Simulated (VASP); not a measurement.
Input of a VASP 6.6.1 run:

Contents of INCAR:

```
SYSTEM = Os
  PREC = Accurate
  ENCUT = 520
  EDIFF = 1E-6
  ISMEAR = 1
  SIGMA = 0.1
  LREAL = .FALSE.
  LASPH = .TRUE.
  NELM = 80
  ALGO = Normal
  ISIF = 2
  LWAVE = .FALSE.
  LCHARG = .FALSE.
  NBANDS = 15
```

KPOINTS

```
Automatic mesh
0
G
  13 13 8
  0 0 0
```

Contents of POSCAR:

```
Os
1.0
    2.7175247593      0.0000000000      0.0000000000
   -1.3587623796      2.3534454770      0.0000000000
    0.0000000000      0.0000000000      4.2844606214
Os
2
Direct
    0.3333333333      0.6666666667      0.2500000000
    0.6666666667      0.3333333333      0.7500000000
```

Potentials or basis: VASP PAW LDA potentials, release 64 (Os).

Launch:

```sh
$ cat potpaw_LDA.64/Os/POTCAR > POTCAR
$ mpirun -np 1 vasp_std > vasp.out
```

**Question.** Estimate the band gap on the k mesh.

**Answer.** Zero (bands 8 and 9 overlap by 3.94 eV).

**Question.** What does it give for the pressure?

**Answer.** 0.9 GPa.

Stress tensor (GPa, compression positive):
```
1.33 0.00 0.00
0.00 1.33 0.00
0.00 0.00 0.05
```

Caveat: spin-orbit coupling is left out, which moves the levels of the heavy elements.
